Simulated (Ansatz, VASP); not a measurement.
One calculation of Mg7Te, two programs

INCAR

```
SYSTEM = Mg7Te
PREC = Accurate
ENCUT = 600
EDIFF = 1E-6
ISMEAR = 0
SIGMA = 0.2
LREAL = Auto
LASPH = .True.
NELM = 100
ALGO = Normal
ISIF = 3
LWAVE = .False.
LCHARG = .False.
GGA = PE
IBRION = 2
NSW = 36
EDIFFG = -0.08
```

File KPOINTS:

```
Automatic mesh
0
Gamma
  3 3 2
  0 0 0
```

Contents of POSCAR:

```
Mg7Te
1.0
    5.9300000000      0.0000000000      0.0000000000
   -2.9650000000      5.1355306400      0.0000000000
    0.0000000000      0.0000000000      9.6100000000
Mg Te
14 2
Direct
    0.5000000000      0.5000000000      0.0000000000
    0.8333500000      0.6667000000      0.7500000000
    0.8333500000      0.1666500000      0.7500000000
    0.1666500000      0.8333500000      0.2500000000
    0.6667000000      0.8333500000      0.2500000000
    0.5000000000      0.0000000000      0.5000000000
    0.6666666700      0.3333333300      0.2500000000
    0.5000000000      0.0000000000      0.0000000000
    0.5000000000      0.5000000000      0.5000000000
    0.0000000000      0.5000000000      0.5000000000
    0.1666500000      0.3333000000      0.2500000000
    0.0000000000      0.5000000000      0.0000000000
    0.3333000000      0.1666500000      0.7500000000
    0.3333333300      0.6666666700      0.7500000000
    0.0000000000      0.0000000000      0.5000000000
    0.0000000000      0.0000000000      0.0000000000
```

Input for Ansatz:

```yaml
crystal:
  lattice:
    - [5.93, 0.0, 0.0]
    - [-2.965, 5.13553064, 0.0]
    - [0.0, 0.0, 9.61]
  atoms:
    - { symbol: Mg, position: [0.5, 0.5, 0.0] }
    - { symbol: Mg, position: [0.83335, 0.6667, 0.75] }
    - { symbol: Mg, position: [0.83335, 0.16665, 0.75] }
    - { symbol: Mg, position: [0.16665, 0.83335, 0.25] }
    - { symbol: Mg, position: [0.6667, 0.83335, 0.25] }
    - { symbol: Mg, position: [0.5, 0.0, 0.5] }
    - { symbol: Mg, position: [0.66666667, 0.33333333, 0.25] }
    - { symbol: Mg, position: [0.5, 0.0, 0.0] }
    - { symbol: Mg, position: [0.5, 0.5, 0.5] }
    - { symbol: Mg, position: [0.0, 0.5, 0.5] }
    - { symbol: Mg, position: [0.16665, 0.3333, 0.25] }
    - { symbol: Mg, position: [0.0, 0.5, 0.0] }
    - { symbol: Mg, position: [0.3333, 0.16665, 0.75] }
    - { symbol: Mg, position: [0.33333333, 0.66666667, 0.75] }
    - { symbol: Te, position: [0.0, 0.0, 0.5] }
    - { symbol: Te, position: [0.0, 0.0, 0.0] }
basis:
  ecutwfc: 420
kpoints:
  mp_grid: { grid: [3, 3, 2] }
hamiltonian:
  xc: pbe
scf:
  occupations: { method: gaussian, width: 0.2 }
  lower_state_search: "off"
output:
  forces: true
  stress: true
  eigenvalues: true
relax:
  adjacent_minimum: "off"
  f_tol: 0.08
  max_steps: 16
  cell: { stress_tol: 0.8 }
```

Alike in both runs: task relaxation of cell and atoms; functional PBE; k mesh 3 × 3 × 2; occupations gaussian, width 0.2 eV; no spin polarisation.

```csv
,VASP,Ansatz
version,VASP 6.6.1,Ansatz 0.2.0
potentials or method,"VASP PAW PBE potentials, release 64 (Mg, Te), cutoff 600 eV","scalar-relativistic, plane waves, PAW"
valence electrons in the cell,40,172
```

Ansatz gave:

| Property | Result |
| --- | --- |
| gap on the k mesh at the Fermi level, each at its own relaxed structure (eV) | none |
| relaxed volume (Å³/atom) | 23.91 |
| relaxed length of the cell vector where the two differ most in proportion (Å) | 6.280 |

Problem. What did VASP give for the same quantities?

Solution. gap on the k mesh at the Fermi level, each at its own relaxed structure (eV): none; relaxed volume (Å³/atom): 23.79; relaxed length of the cell vector where the two differ most in proportion (Å): 6.267.

A gap of «none» marks a metal or a gap that the smearing closes. VASP's potentials hold 40 valence electrons a cell and Ansatz's 172, so a difference there can come from the potentials and not from the codes.

The k mesh is coarse, so the values compare programs but aren't converged. Neither program's run includes spin-orbit coupling. Noted on VASP's run: the volume moved by over 15 % at a fixed basis, so the end points are rough.
